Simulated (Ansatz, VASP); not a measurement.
## AlC: VASP beside Ansatz

```
Al C
1.0
     2.89480    0.00000    0.00000
    -1.44740    2.50697    0.00000
     0.00000    0.00000    3.83544
Al C
1 1
Direct
  0.00000 0.00000 0.50000
  0.00000 0.00000 0.00000
```

Alike in both runs: functional PBE; k mesh 24 × 24 × 14; occupations gaussian, width 0.1 eV; no spin polarisation.

Ansatz relaxed the structure, and its values are those at the end. VASP's run is a single point on that final structure, the one shown.

|  | VASP | Ansatz |
| --- | --- | --- |
| version | VASP 6.6.1 | Ansatz 0.2.0 |
| potentials or method | VASP PAW PBE potentials, release 64 (Al, C), cutoff 520 eV | scalar-relativistic, plane waves, PAW |
| valence electrons in the cell | 7 | 7 |

VASP gave:

| Quantity | Value |
| --- | --- |
| gap on the k mesh at the Fermi level (eV) | none |
| pressure (GPa) | -0.1 |

Task: Which values does Ansatz return?

Result: gap on the k mesh at the Fermi level (eV): none; pressure (GPa): 0.0.

A gap of «none» marks a metal or a gap that the smearing closes. The functional is the same, so the differences come from potentials, cutoffs and numerics.
